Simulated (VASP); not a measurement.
# S (Fd-3m) in VASP: relaxation of cell and atoms with PBE

Aim: the relaxation of cell and atoms of S with PBE.

Everything below comes from runs of VASP 6.6.1. Logs are shortened: lines on timing, memory, paths and dates and some standing lists are left out, and cuts for length are marked.

### Step 1. The cell of the first run

It takes space group Fd-3m (No. 227, cubic). The conventional cell has a = 5.540 Å, b = 5.540 Å, c = 5.540 Å, α = 90.00°, β = 90.00°, γ = 90.00°. S (site symmetry -43m) has 4 S at 2.40 Å within 3.2 Å.

### Step 2. Relaxation of cell and atoms, PBE

File INCAR:

```
SYSTEM = S
  PREC = Accurate
  ENCUT = 600
  EDIFF = 1E-6
  ISMEAR = -1
  SIGMA = 0.08
  LREAL = .False.
  LASPH = .True.
  NELM = 60
  ALGO = Normal
  ISIF = 3
  LWAVE = .False.
  LCHARG = .False.
  GGA = PE
  IBRION = 2
  NSW = 60
  EDIFFG = -0.005
```

File KPOINTS:

```
regular mesh
0
Gamma
  13 13 13
  0 0 0
```

File POSCAR:

```
S
1.0
    0.0000000000      2.7698291284      2.7698291284
    2.7698291284      0.0000000000      2.7698291284
    2.7698291284      2.7698291284      0.0000000000
S
2
Direct
   -0.1250000000     -0.1250000000     -0.1250000000
    0.1250000000      0.1250000000      0.1250000000
```

Potentials or basis: VASP PAW PBE potentials, release 64 (S).

On the command line:

```sh
$ cat potpaw_PBE.64/S/POTCAR > POTCAR
$ mpirun -np 1 vasp_std > vasp.out
```

OUTCAR:

```text
SYSTEM = S
   PREC = Accurate
   ENCUT = 600
   EDIFF = 1E-6
   ISMEAR = -1
   LREAL = .False.
   LASPH = .True.
   NELM = 60
   ISIF = 3
   GGA = PE
   IBRION = 2
   NSW = 60
   EDIFFG = -0.005

 ion  position               nearest neighbor table
   1  0.875  0.875  0.875-   2 2.40   2 2.40   2 2.40   2 2.40
   2  0.125  0.125  0.125-   1 2.40   1 2.40   1 2.40   1 2.40

  LATTYP: Found a face centered cubic cell.
 ALAT       =     5.5396582568

  Lattice vectors:

 A1 = (   0.0000000000,   2.7698291284,   2.7698291284)
 A2 = (   2.7698291284,   0.0000000000,   2.7698291284)
 A3 = (   2.7698291284,   2.7698291284,   0.0000000000)

Analysis of symmetry for initial positions (statically):
=====================================================================
 Subroutine PRICEL returns:
 Original cell was already a primitive cell.

 Routine SETGRP: Setting up the symmetry group for a
 face centered cubic supercell.

 Subroutine GETGRP returns: Found 48 space group operations
 (whereof 12 operations were pure point group operations)
 out of a pool of 48 trial point group operations.

The static configuration has the point symmetry D_3d.
 The point group associated with its full space group is O_h .

Analysis of symmetry for dynamics (positions and initial velocities):
=====================================================================
 Subroutine PRICEL returns:
 Original cell was already a primitive cell.

 Routine SETGRP: Setting up the symmetry group for a
 face centered cubic supercell.

 Subroutine GETGRP returns: Found 48 space group operations
 (whereof 12 operations were pure point group operations)
 out of a pool of 48 trial point group operations.

The dynamic configuration has the point symmetry D_3d.
 The point group associated with its full space group is O_h .

 Subroutine INISYM returns: Found 48 space group operations
 (whereof 12 operations are pure point group operations),
 and found     1 'primitive' translations

----------------------------------------------------------------------------------------

                                     Primitive cell

  volume of cell :      42.5000

  direct lattice vectors                    reciprocal lattice vectors
     0.000000000  2.769829128  2.769829128    -0.180516551  0.180516551  0.180516551
     2.769829128  0.000000000  2.769829128     0.180516551 -0.180516551  0.180516551
     2.769829128  2.769829128  0.000000000     0.180516551  0.180516551 -0.180516551

  length of vectors
     3.917129919  3.917129919  3.917129919     0.312663837  0.312663837  0.312663837

  position of ions in fractional coordinates (direct lattice)
     0.875000000  0.875000000  0.875000000
     0.125000000  0.125000000  0.125000000

  ion indices of the primitive-cell ions
   primitive index   ion index
                 1           1
                 2           2

----------------------------------------------------------------------------------------

 KPOINTS: regular mesh

Automatic generation of k-mesh.
 Grid dimensions read from file:
 generate k-points for:   13   13   13

 Generating k-lattice:

  Cartesian coordinates                     Fractional coordinates (reciprocal lattice)
    -0.013885889  0.013885889  0.013885889     0.076923077  0.000000000  0.000000000
     0.013885889 -0.013885889  0.013885889     0.000000000  0.076923077  0.000000000
     0.013885889  0.013885889 -0.013885889     0.000000000  0.000000000  0.076923077

  Length of vectors
     0.024051064  0.024051064  0.024051064

  Shift w.r.t. Gamma in fractional coordinates (k-lattice)
     0.000000000  0.000000000  0.000000000

 Subroutine IBZKPT returns following result:
 ===========================================

 Found     84 irreducible k-points:

 Following reciprocal coordinates:
            Coordinates               Weight
  0.000000  0.000000  0.000000      1.000000
  0.076923  0.000000  0.000000      8.000000
  0.153846  0.000000  0.000000      8.000000
  0.230769  0.000000  0.000000      8.000000
  0.307692  0.000000  0.000000      8.000000
  0.384615  0.000000  0.000000      8.000000
[... 16 lines left out ...]
  0.384615  0.153846  0.000000     24.000000
  0.461538  0.153846  0.000000     24.000000
 [... further k-points ...]
   k-points           NKPTS =     84   k-points in BZ     NKDIM =     84   number of bands    NBANDS=     10
   number of dos      NEDOS =    301   number of ions     NIONS =      2
   total plane-waves  NPLWV =  32768
   dimension x,y,z NGX =    32 NGY =   32 NGZ =   32
   dimension x,y,z NGXF=    64 NGYF=   64 NGZF=   64
   ions per type =               2
   NGX,Y,Z   is equivalent  to a cutoff of  13.58, 13.58, 13.58 a.u.
   NGXF,Y,Z  is equivalent  to a cutoff of  27.16, 27.16, 27.16 a.u.
 SYSTEM =  S
   PREC   = accura    normal or accurate (medium, high low for compatibility)
   ISTART =      0    job   : 0-new  1-cont  2-samecut
   ICHARG =      2    charge: 1-file 2-atom 10-const
   ISPIN  =      1    spin polarized calculation?
   LNONCOLLINEAR =      F non collinear calculations
   LSORBIT =      F    spin-orbit coupling
   LASPH  =      T    aspherical Exc in radial PAW
   ENCUT  =  600.0 eV  44.10 Ry    6.64 a.u.   7.82  7.82  7.82*2*pi/ulx,y,z
   NELM   =     60;   NELMIN=  2; NELMDL= -5     # of ELM steps
   EDIFF  = 0.1E-05   stopping-criterion for ELM
   LREAL  =      F    real-space projection
   EDIFFG = -.5E-02   stopping-criterion for IOM
   NSW    =     60    number of steps for IOM
   IBRION =      2    ionic relax: 0-MD 1-quasi-New 2-CG
   NFREE  =      1    steps in history (QN), initial steepest desc. (CG)
   ISIF   =      3    stress and relaxation
   ISYM   =      2    0-nonsym 1-usesym 2-fastsym
   POTIM  = 0.5000    time-step for ionic-motion
   TEBEG  =    0.0;   TEEND  =   0.0 temperature during run
   PSTRESS=    0.0 pullay stress
   NELECT =      12.0000    total number of electrons
   NUPDOWN=      -1.0000    fix difference up-down
   EMIN   =  10.00;   EMAX   =-10.00  energy-range for DOS
   EFERMI =   0.00;   METHOD = LEGACY
   ISMEAR =    -1;   SIGMA  =   0.08  broadening in eV -4-tet -1-fermi 0-gaus
   EFERMI_NEDOS =   21; number of points for ismear=-14 and -15
   IALGO  =     38    algorithm
   IMIX   =      4    mixing-type and parameters
     AMIX     =   0.40;   BMIX     =  1.00
     AMIX_MAG =   1.60;   BMIX_MAG =  1.00
  volume/ion in A,a.u.               =      21.25       143.40
  Fermi-wavevector in a.u.,A,eV,Ry     =   1.074003  2.029572 15.694089  1.153483
  Thomas-Fermi vector in A             =   2.209819
   LORBIT       =      0    0 simple, 1 ext, 2 COOP (PROOUT), +10 PAW based schemes
   GGA     = PE    functional components
   LHFCALC =     F    Hartree Fock is set to
   AEXX    =    0.0000 exact exchange contribution
   IVDW    =     0    specifies the selected vdW correction
   LEPSILON=     F    determine dielectric tensor
   LRPA    =     F    only Hartree local field effects (RPA)
 conjugate gradient relaxation of ions
 non-spin polarized calculation
  energy-cutoff  :      600.00
  volume of cell :       42.50
 maximum number of plane-waves:      1431
   NGX = 15   NGY = 15   NGZ = 15

--------------------------------------- Ionic step        1  -------------------------------------------

 number of electron      11.9999998 magnetization

 Free energy of the ion-electron system (eV)
  ---------------------------------------------------
  ext. energy  EPLUGINS =         0.00000000
  ---------------------------------------------------
  free energy    TOTEN  =        -6.14222193 eV

  energy without entropy =       -6.10112765  energy(sigma->0) =       -6.12167479

------------------------ aborting loop because EDIFF is reached ----------------------------------------

  FORCE on cell =-STRESS in cart. coord.  units (eV):
  Direction    XX          YY          ZZ          XY          YZ          ZX
  --------------------------------------------------------------------------------------
  -------------------------------------------------------------------------------------
  Total        1.9240837      1.9240837      1.9240837      0.0000000     -0.0000000      0.0000000
  in kB       72.5346674     72.5346674     72.5346674      0.0000000     -0.0000000      0.0000000
  external PRESSURE =      72.5346674 kB  Pullay stress =       0.0000000 kB

 VOLUME and BASIS-vectors are now :
 -----------------------------------------------------------------------------
  energy-cutoff  :      600.00
  volume of cell :       42.50
      direct lattice vectors                 reciprocal lattice vectors
     0.000000000  2.769829128  2.769829128    -0.180516551  0.180516551  0.180516551
     2.769829128  0.000000000  2.769829128     0.180516551 -0.180516551  0.180516551
     2.769829128  2.769829128  0.000000000     0.180516551  0.180516551 -0.180516551
[... 37 lines left out ...]
 POSITION                                       TOTAL-FORCE (eV/Angst)
 -----------------------------------------------------------------------------------
      5.07217      5.07217      5.07217        -0.000000      0.000000     -0.000000
      0.72460      0.72460      0.72460         0.000000     -0.000000      0.000000
 -----------------------------------------------------------------------------------
    total drift:                                0.000000      0.000000     -0.000000

  FREE ENERGIE OF THE ION-ELECTRON SYSTEM (eV)
  ---------------------------------------------------
  free  energy   TOTEN  =        -6.2655512256 eV

  energy  without entropy=       -6.2246969600  energy(sigma->0) =       -6.24512409

--------------------------------------- Ionic step        3  -------------------------------------------

 number of electron      12.0000001 magnetization

 Free energy of the ion-electron system (eV)
  ---------------------------------------------------
  ext. energy  EPLUGINS =         0.00000000
  ---------------------------------------------------
  free energy    TOTEN  =        -6.26567715 eV

  energy without entropy =       -6.22482198  energy(sigma->0) =       -6.24524957

 E-fermi :   3.4443     XC(G=0):  -8.7029

 val. band max:        3.4337300672   @ k =  -0.3846   0.2308   0.0769
 cond. band min:       3.4676484187   @ k =   0.2308   0.1538   0.0769
 fundamental gap:      0.0339183516
 Fermi energy:         3.4443074002

 k-point     1 :       0.0000    0.0000    0.0000
  band No.  band energies     occupation
      1     -12.2872      2.00000
      2      -5.6513      2.00000
      3      -0.3786      2.00000
      4      -0.3786      2.00000
      5      -0.3786      2.00000
      6       2.5279      1.99998
      7       2.5279      1.99998
      8       2.5279      1.99998
      9       9.0624      0.00000
     10      11.3197      0.00000

 k-point     2 :       0.0769    0.0000    0.0000
  band No.  band energies     occupation
      1     -12.2391      2.00000
      2      -5.8093      2.00000
      3      -0.4391      2.00000
      4      -0.4391      2.00000
      5      -0.3641      2.00000
      6       2.6183      1.99993
      7       2.6183      1.99993
      8       2.6220      1.99993
      9       9.2558      0.00000
     10      11.1698      0.00000
[... 274 lines left out ...]
 k-point    24 :       0.4615    0.1538    0.0000
  band No.  band energies     occupation
      1     -11.0332      2.00000
      2      -8.3197      2.00000
      3      -1.9230      2.00000
      4      -1.3730      2.00000
      5       0.4581      2.00000
      6       3.2187      1.88753
      7       4.1586      0.00027
      8       5.0067      0.00000
      9      10.1264      0.00000
     10      10.8378      0.00000

 [... further k-points ...]
[... 5 lines left out ...]
  --------------------------------------------------------------------------------------
  -------------------------------------------------------------------------------------
  Total        0.0017881      0.0017881      0.0017881      0.0000000      0.0000000     -0.0000000
  in kB        0.0590926      0.0590926      0.0590926      0.0000000      0.0000000     -0.0000000
  external PRESSURE =       0.0590926 kB  Pullay stress =       0.0000000 kB

 VOLUME and BASIS-vectors are now :
 -----------------------------------------------------------------------------
  energy-cutoff  :      600.00
  volume of cell :       48.48
      direct lattice vectors                 reciprocal lattice vectors
     0.000000000  2.894087321  2.894087321    -0.172766038  0.172766038  0.172766038
     2.894087321 -0.000000000  2.894087321     0.172766038 -0.172766038  0.172766038
     2.894087321  2.894087321 -0.000000000     0.172766038  0.172766038 -0.172766038

 POSITION                                       TOTAL-FORCE (eV/Angst)
 -----------------------------------------------------------------------------------
      5.06465      5.06465      5.06465        -0.000000     -0.000000     -0.000000
      0.72352      0.72352      0.72352         0.000000      0.000000      0.000000
 -----------------------------------------------------------------------------------
    total drift:                                0.000000      0.000000     -0.000000

  FREE ENERGIE OF THE ION-ELECTRON SYSTEM (eV)
  ---------------------------------------------------
  free  energy   TOTEN  =        -6.2656771520 eV

  energy  without entropy=       -6.2248219802  energy(sigma->0) =       -6.24524957

 reached required accuracy - stopping structural energy minimisation
```

Wall time 60 s (1 thread of AMD EPYC 7R13 (Zen 3), shared host); peak memory 0.16 GiB.

Results:

* Free energy: -6.2657 eV
* Relaxed volume: 24.24 Å³/atom
* Relaxed cell: a = 4.093 Å, b = 4.093 Å, c = 4.093 Å, α = 60.00°, β = 60.00°, γ = 60.00°
* Space group after relaxing (to 0.05 Å): Fd-3m (No. 227)
* Energy gained by relaxing: 61.7 meV/atom
* Ionic steps: 3
* Pressure after relaxing: 0.0 GPa
* Band gap on the k mesh: zero (band 6 reaches 3.67 eV, above the bottom of band 7 at 2.53 eV)

The path:
```csv
step,energy change (eV),largest force (eV/Å),pressure (GPa),volume (Å³)
1,0.0000,0.0000,7.25,42.50
2,-0.1233,0.0000,-0.19,48.70
3,-0.1235,0.0000,0.01,48.48
```

Final structure:
```
CELL_PARAMETERS angstrom
0.00000 2.89409 2.89409
2.89409 0.00000 2.89409
2.89409 2.89409 0.00000
ATOMIC_POSITIONS crystal
S 0.87500 0.87500 0.87500
S 0.12500 0.12500 0.12500
```
